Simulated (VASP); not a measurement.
A run of VASP 6.6.1 is set up as follows.

Contents of INCAR:

```
SYSTEM = Nb
  PREC = Accurate
  ENCUT = 520
  EDIFF = 1E-7
  ISMEAR = -1
  SIGMA = 0.1
  LREAL = .False.
  LASPH = .True.
  NELM = 100
  ALGO = Normal
  ISIF = 2
  LWAVE = .False.
  LCHARG = .False.
  LDIPOL = .True.
  IDIPOL = 3
  DIPOL = 0.5 0.5 0.500
  GGA = PS
  NBANDS = 40
```

The input KPOINTS:

```
regular mesh
0
Gamma
  12 12 1
  0 0 0
```

POSCAR

```
Nb
1.0
    2.8349627735      0.0000000000      0.0000000000
   -0.9449875912      2.6728285354      0.0000000000
    0.0000000000      0.0000000000     25.2589000000
Nb
5
Direct
    0.0000000000      0.0000000000      0.3167190646
    0.5000000000      0.5000000000      0.4083595320
    0.0000000000      0.0000000000      0.5000000000
    0.5000000000      0.5000000000      0.5916404680
    0.0000000000      0.0000000000      0.6832809354
```

Potentials or basis: VASP PAW PBE potentials, release 64 (Nb_sv).

Run with:

```bash
$ cat potpaw_PBE.64/Nb_sv/POTCAR > POTCAR
$ mpirun -np 1 vasp_std > vasp.out
```

Q: Predict the largest force.

A: 0.403 eV/Å.

Q: What does it give for the band gap on the k mesh?

A: Zero (an odd number of electrons rules out a gap without spin polarisation).

Forces on the atoms (eV/Å):
```
Nb   0.000  0.000  0.403
Nb   0.000  0.000 -0.363
Nb   0.000  0.000  0.000
Nb   0.000  0.000  0.363
Nb   0.000  0.000 -0.403
```

Caveat: the PAW data sets were made with another functional, which shifts forces and pressure a little.
